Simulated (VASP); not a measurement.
# CdF2 (I4mm) in VASP: single point with PBEsol

Aim: the single point of CdF2 with PBEsol.

Program: VASP 6.6.1. These are calculated values, not measurements. Logs are shortened: lines on timing, memory, paths and dates and some standing lists are left out, and cuts for length are marked.

## (1) The cell of the first run

It takes space group I4mm (No. 107, tetragonal). Conventional cell: a = 3.693 Å, b = 3.693 Å, c = 5.303 Å, α = 90.00°, β = 90.00°, γ = 90.00°. Within 2.9 Å of Cd (site symmetry 4mm) lie 8 F at 2.20 to 2.35 Å. F (site symmetry 2mm) has 4 Cd at 2.20 to 2.35 Å and 6 F at 2.61 to 2.65 Å within 2.9 Å.

## (2) Single point, PBEsol (strained and its atoms moved)

Contents of INCAR:

```
ALGO = Normal
EDIFF = 1E-6
ENCUT = 600
GGA = PS
GGA_COMPAT = False
ISIF = 2
ISMEAR = 0
LASPH = True
LCHARG = True
LELF = True
LREAL = False
LVHAR = True
LWAVE = False
NBANDS = 24
NELM = 120
PREC = Accurate
SIGMA = 0.02
```

Contents of KPOINTS:

```
k-points
0
Gamma
  8 8 8
```

Contents of POSCAR:

```
CdF2
1.0
    0.0000000000      2.6516772600      2.6112672600
    2.6112672600      0.0000000000      2.6112672600
    2.6112672600      2.6516772600      0.0000000000
Cd F
1 2
Direct
    0.0157484807     -0.0157484807      0.0157484807
    0.2421257597      0.2578742403      0.2421257597
    0.7421257597      0.7578742403      0.7421257597
```

Potentials or basis: VASP PAW PBE potentials, release 64 (Cd_sv_GW, F).

The run is started by

```
cat potpaw_PBE.64/Cd_sv_GW/POTCAR potpaw_PBE.64/F/POTCAR > POTCAR
mpirun -np 1 vasp_std > vasp.out
```

OUTCAR:

```text
EDIFF = 1E-6
   ENCUT = 600
   GGA = PS
   ISIF = 2
   ISMEAR = 0
   LASPH = True
   LREAL = False
   NELM = 120
   PREC = Accurate

 ion  position               nearest neighbor table
   1  0.016  0.984  0.016-   3 2.20   3 2.20   2 2.20   2 2.20
   2  0.242  0.258  0.242-   1 2.20   1 2.20
   3  0.742  0.758  0.742-   1 2.20   1 2.20

  LATTYP: Found a body centered tetragonal cell.
 ALAT       =     3.6928895741
 C/A-ratio  =     1.4360988634

  Lattice vectors:

 A1 = (   0.0000000000,  -2.6516772600,   2.6112672600)
 A2 = (   0.0000000000,  -2.6516772600,  -2.6112672600)
 A3 = (   2.6112672600,   2.6516772600,   0.0000000000)

Analysis of symmetry for initial positions (statically):
=====================================================================
 Subroutine PRICEL returns:
 Original cell was already a primitive cell.

 Routine SETGRP: Setting up the symmetry group for a
 body centered tetragonal supercell.

 Subroutine GETGRP returns: Found  8 space group operations
 (whereof  8 operations were pure point group operations)
 out of a pool of 16 trial point group operations.

The static configuration has the point symmetry C_4v.

Analysis of symmetry for dynamics (positions and initial velocities):
=====================================================================
 Subroutine PRICEL returns:
 Original cell was already a primitive cell.

 Routine SETGRP: Setting up the symmetry group for a
 body centered tetragonal supercell.

 Subroutine GETGRP returns: Found  8 space group operations
 (whereof  8 operations were pure point group operations)
 out of a pool of 16 trial point group operations.

The dynamic configuration has the point symmetry C_4v.

 Subroutine INISYM returns: Found  8 space group operations
 (whereof  8 operations are pure point group operations),
 and found     1 'primitive' translations

----------------------------------------------------------------------------------------

                                     Primitive cell

  volume of cell :      36.1621

  direct lattice vectors                    reciprocal lattice vectors
     0.000000000  2.651677260  2.611267260    -0.191477911  0.188559900  0.191477911
     2.611267260  0.000000000  2.611267260     0.191477911 -0.188559900  0.191477911
     2.611267260  2.651677260  0.000000000     0.191477911  0.188559900 -0.191477911

  length of vectors
     3.721573457  3.692889574  3.721573457     0.329973358  0.329973358  0.329973358

  position of ions in fractional coordinates (direct lattice)
     0.015748481  0.984251519  0.015748481
     0.242125760  0.257874240  0.242125760
     0.742125760  0.757874240  0.742125760

  ion indices of the primitive-cell ions
   primitive index   ion index
                 1           1
                 2           2
                 3           3

----------------------------------------------------------------------------------------

 KPOINTS: k-points

Automatic generation of k-mesh.
 Grid dimensions read from file:
 generate k-points for:    8    8    8

 Generating k-lattice:

  Cartesian coordinates                     Fractional coordinates (reciprocal lattice)
    -0.023934739  0.023569988  0.023934739     0.125000000  0.000000000  0.000000000
     0.023934739 -0.023569988  0.023934739     0.000000000  0.125000000  0.000000000
     0.023934739  0.023569988 -0.023934739     0.000000000  0.000000000  0.125000000

  Length of vectors
     0.041246670  0.041246670  0.041246670

  Shift w.r.t. Gamma in fractional coordinates (k-lattice)
     0.000000000  0.000000000  0.000000000

 Subroutine IBZKPT returns following result:
 ===========================================

 Found     59 irreducible k-points:

 Following reciprocal coordinates:
            Coordinates               Weight
  0.000000  0.000000  0.000000      1.000000
  0.125000  0.000000  0.000000      8.000000
  0.250000  0.000000  0.000000      8.000000
  0.375000  0.000000  0.000000      8.000000
  0.500000  0.000000  0.000000      4.000000
  0.125000  0.125000  0.000000      4.000000
[... 16 lines left out ...]
  0.250000  0.000000  0.125000      8.000000
  0.375000  0.000000  0.125000      8.000000
 [... further k-points ...]
   k-points           NKPTS =     59   k-points in BZ     NKDIM =     59   number of bands    NBANDS=     24
   number of dos      NEDOS =    301   number of ions     NIONS =      3
   total plane-waves  NPLWV =  27000
   dimension x,y,z NGX =    30 NGY =   30 NGZ =   30
   dimension x,y,z NGXF=    60 NGYF=   60 NGZF=   60
   ions per type =               1   2
   NGX,Y,Z   is equivalent  to a cutoff of  13.40, 13.51, 13.40 a.u.
   NGXF,Y,Z  is equivalent  to a cutoff of  26.80, 27.01, 26.80 a.u.
 SYSTEM =  unknown system
   PREC   = accura    normal or accurate (medium, high low for compatibility)
   ISTART =      0    job   : 0-new  1-cont  2-samecut
   ICHARG =      2    charge: 1-file 2-atom 10-const
   ISPIN  =      1    spin polarized calculation?
   LNONCOLLINEAR =      F non collinear calculations
   LSORBIT =      F    spin-orbit coupling
   LASPH  =      T    aspherical Exc in radial PAW
   ENCUT  =  600.0 eV  44.10 Ry    6.64 a.u.   7.43  7.38  7.43*2*pi/ulx,y,z
   NELM   =    120;   NELMIN=  2; NELMDL= -5     # of ELM steps
   EDIFF  = 0.1E-05   stopping-criterion for ELM
   LREAL  =      F    real-space projection
   EDIFFG = 0.1E-04   stopping-criterion for IOM
   NSW    =      0    number of steps for IOM
   IBRION =     -1    ionic relax: 0-MD 1-quasi-New 2-CG
   NFREE  =      0    steps in history (QN), initial steepest desc. (CG)
   ISIF   =      2    stress and relaxation
   ISYM   =      2    0-nonsym 1-usesym 2-fastsym
   POTIM  = 0.5000    time-step for ionic-motion
   TEBEG  =    0.0;   TEEND  =   0.0 temperature during run
   PSTRESS=    0.0 pullay stress
   NELECT =      34.0000    total number of electrons
   NUPDOWN=      -1.0000    fix difference up-down
   EMIN   =  10.00;   EMAX   =-10.00  energy-range for DOS
   EFERMI =   0.00;   METHOD = LEGACY
   ISMEAR =     0;   SIGMA  =   0.02  broadening in eV -4-tet -1-fermi 0-gaus
   EFERMI_NEDOS =   21; number of points for ismear=-14 and -15
   IALGO  =     38    algorithm
   IMIX   =      4    mixing-type and parameters
     AMIX     =   0.40;   BMIX     =  1.00
     AMIX_MAG =   1.60;   BMIX_MAG =  1.00
  volume/ion in A,a.u.               =      12.05        81.34
  Fermi-wavevector in a.u.,A,eV,Ry     =   1.603799  3.030741 34.996530  2.572172
  Thomas-Fermi vector in A             =   2.700405
   LORBIT       =      0    0 simple, 1 ext, 2 COOP (PROOUT), +10 PAW based schemes
   GGA     = PS    functional components
   LHFCALC =     F    Hartree Fock is set to
   AEXX    =    0.0000 exact exchange contribution
   IVDW    =     0    specifies the selected vdW correction
   LEPSILON=     F    determine dielectric tensor
   LRPA    =     F    only Hartree local field effects (RPA)
 non-spin polarized calculation
 Gauss-broadening in eV      SIGMA  =   0.02
  energy-cutoff  :      600.00
  volume of cell :       36.16
 maximum number of plane-waves:      1243
 NGX is ok and might be reduce to    30
   NGX = 15   NGY = 15   NGZ = 15

 number of electron      33.9999983 magnetization

 Free energy of the ion-electron system (eV)
  ---------------------------------------------------
  ext. energy  EPLUGINS =         0.00000000
  ---------------------------------------------------
  free energy    TOTEN  =       -11.56924592 eV

  energy without entropy =      -11.56924592  energy(sigma->0) =      -11.56924592

 E-fermi :   1.7165     XC(G=0): -11.3092

 val. band max:        1.3394687560   @ k =  -0.2500   0.5000   0.2500
 cond. band min:       4.4955733942   @ k =   0.0000   0.0000   0.0000
 fundamental gap:      3.1561046382
 Fermi energy:         1.7165401691

 k-point     1 :       0.0000    0.0000    0.0000
  band No.  band energies     occupation
      1     -96.8585      2.00000
      2     -57.9965      2.00000
      3     -57.9950      2.00000
      4     -57.9950      2.00000
      5     -19.9088      2.00000
      6     -18.5461      2.00000
[... 16 lines left out ...]
     23      21.1726      0.00000
     24      21.7226      0.00000

 k-point     2 :       0.1250    0.0000    0.0000
  band No.  band energies     occupation
      1     -96.8585      2.00000
      2     -57.9967      2.00000
      3     -57.9952      2.00000
      4     -57.9950      2.00000
      5     -19.8470      2.00000
      6     -18.6013      2.00000
[... 16 lines left out ...]
     23      20.9121      0.00000
     24      21.3119      0.00000

 k-point     3 :       0.2500    0.0000    0.0000
  band No.  band energies     occupation
      1     -96.8585      2.00000
      2     -57.9976      2.00000
      3     -57.9959      2.00000
      4     -57.9951      2.00000
      5     -19.6794      2.00000
      6     -18.7497      2.00000
[... 16 lines left out ...]
     23      20.6132      0.00000
     24      21.5351      0.00000

 k-point     4 :       0.3750    0.0000    0.0000
  band No.  band energies     occupation
      1     -96.8584      2.00000
      2     -57.9989      2.00000
      3     -57.9963      2.00000
      4     -57.9952      2.00000
      5     -19.4508      2.00000
      6     -18.9545      2.00000
[... 16 lines left out ...]
     23      20.0894      0.00000
     24      20.9199      0.00000

 k-point     5 :       0.5000    0.0000    0.0000
  band No.  band energies     occupation
      1     -96.8584      2.00000
      2     -57.9995      2.00000
      3     -57.9964      2.00000
      4     -57.9954      2.00000
      5     -19.2479      2.00000
      6     -19.1460      2.00000
[... 16 lines left out ...]
     23      19.8867      0.00000
     24      20.5046      0.00000

 k-point     6 :       0.1250    0.1250    0.0000
  band No.  band energies     occupation
      1     -96.8585      2.00000
      2     -57.9966      2.00000
      3     -57.9952      2.00000
      4     -57.9950      2.00000
      5     -19.8257      2.00000
      6     -18.6193      2.00000
[... 16 lines left out ...]
     23      21.3538      0.00000
     24      21.5352      0.00000
[... 379 lines left out ...]
 k-point    21 :       0.5000    0.5000    0.0000
  band No.  band energies     occupation
      1     -96.8583      2.00000
      2     -57.9988      2.00000
      3     -57.9979      2.00000
      4     -57.9965      2.00000
      5     -19.3029      2.00000
      6     -19.0174      2.00000
[... 16 lines left out ...]
     23      21.3866      0.00000
     24      22.3037      0.00000

 k-point    22 :       0.1250    0.0000    0.1250
  band No.  band energies     occupation
      1     -96.8585      2.00000
      2     -57.9969      2.00000
      3     -57.9950      2.00000
      4     -57.9950      2.00000
      5     -19.8318      2.00000
      6     -18.6133      2.00000
[... 16 lines left out ...]
     23      21.3233      0.00000
     24      21.7904      0.00000

 k-point    23 :       0.2500    0.0000    0.1250
  band No.  band energies     occupation
      1     -96.8585      2.00000
      2     -57.9977      2.00000
      3     -57.9955      2.00000
      4     -57.9952      2.00000
      5     -19.7074      2.00000
      6     -18.7203      2.00000
[... 16 lines left out ...]
     23      21.5084      0.00000
     24      22.6969      0.00000

 k-point    24 :       0.3750    0.0000    0.1250
  band No.  band energies     occupation
      1     -96.8584      2.00000
      2     -57.9988      2.00000
      3     -57.9961      2.00000
      4     -57.9955      2.00000
      5     -19.5099      2.00000
      6     -18.8921      2.00000
[... 16 lines left out ...]
     23      20.9738      0.00000
     24      22.5979      0.00000

 [... further k-points ...]

------------------------ aborting loop because EDIFF is reached ----------------------------------------

  FORCE on cell =-STRESS in cart. coord.  units (eV):
  Direction    XX          YY          ZZ          XY          YZ          ZX
  --------------------------------------------------------------------------------------
  -------------------------------------------------------------------------------------
  Total        2.5532097      1.9043770      2.5532097      0.0000000     -0.0000000      0.0000000
  in kB      113.1211366     84.3743025    113.1211366      0.0000000     -0.0000000      0.0000000
  external PRESSURE =     103.5388586 kB  Pullay stress =       0.0000000 kB

 VOLUME and BASIS-vectors are now :
 -----------------------------------------------------------------------------
  energy-cutoff  :      600.00
  volume of cell :       36.16
      direct lattice vectors                 reciprocal lattice vectors
     0.000000000  2.651677260  2.611267260    -0.191477911  0.188559900  0.191477911
     2.611267260  0.000000000  2.611267260     0.191477911 -0.188559900  0.191477911
     2.611267260  2.651677260  0.000000000     0.191477911  0.188559900 -0.191477911

 POSITION                                       TOTAL-FORCE (eV/Angst)
 -----------------------------------------------------------------------------------
      2.61127      0.08352      2.61127         0.000000     -0.966624      0.000000
      1.30563      1.28408      1.30563         0.000000      0.483312      0.000000
      3.91690      3.93576      3.91690         0.000000      0.483312      0.000000
 -----------------------------------------------------------------------------------
    total drift:                               -0.000001     -0.000101     -0.000001

  FREE ENERGIE OF THE ION-ELECTRON SYSTEM (eV)
  ---------------------------------------------------
  free  energy   TOTEN  =       -11.5692459240 eV

  energy  without entropy=      -11.5692459240  energy(sigma->0) =      -11.56924592
```

Run time: 42 s. Hardware: 1 thread of Intel Xeon 6975P-C (Granite Rapids), shared host; peak memory 0.22 GiB.

What came out:

| Quantity | Value |
| --- | --- |
| Free energy | -11.5692 eV |
| Pressure | 10.4 GPa |
| Largest force | 0.967 eV/Å |
| Band gap on the k mesh | 3.16 eV (least direct gap 3.53 eV) |

Forces in eV/Å, atoms in the order of the input:
```
Cd   0.000 -0.967  0.000
F    0.000  0.483  0.000
F    0.000  0.483  0.000
```

Stress tensor (GPa, compression positive):
```
11.31  0.00  0.00
 0.00  8.44  0.00
 0.00  0.00 11.31
```

Caveat: the cell differs from its parent crystal (strained and its atoms moved); the cell stands under pressure; the PAW data sets were made with another functional, which shifts forces and pressure a little. A k mesh can miss the band edges.
